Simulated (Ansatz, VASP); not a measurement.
## One calculation of Al2Ru, two programs

```
Al Ru
1.0
     3.09014    0.00000    0.00000
     0.00000    3.09014    0.00000
     0.00000    0.00000    8.33887
Al Ru
4 2
Direct
  0.50000 0.50000 0.15967
  0.00000 0.00000 0.34033
  0.00000 0.00000 0.65967
  0.50000 0.50000 0.84033
  0.00000 0.00000 0.00000
  0.50000 0.50000 0.50000
```

Change from the starting cell: equal strain along all axes, cell held, atoms relaxed: -1.0 %.

Alike in both runs: functional PBEsol; k mesh 12 × 12 × 4; occupations gaussian, width 0.1 eV; no spin polarisation.

Ansatz relaxed the structure, and its values are those at the end. VASP's run is a single point on that final structure, the one shown.

|  | VASP | Ansatz |
| --- | --- | --- |
| version | VASP 6.6.1 | Ansatz 0.2.0 |
| potentials or method | VASP PAW PBE potentials, release 64 (Al, Ru_pv), cutoff 520 eV | scalar-relativistic, plane waves, PAW |
| valence electrons in the cell | 40 | 44 |

VASP gave:

- gap on the k mesh at the Fermi level (eV): none
- pressure (GPa): 5.8

Task: What did Ansatz give for the same quantities?

Result: gap on the k mesh at the Fermi level (eV): none; pressure (GPa): 5.7.

VASP's potentials were made for PBE, not for PBEsol. A gap of «none» marks a metal or a gap that the smearing closes. VASP's potentials hold 40 valence electrons a cell and Ansatz's 44, so a difference there can come from the potentials and not from the codes. Ansatz's warnings: stress scf threshold loose.
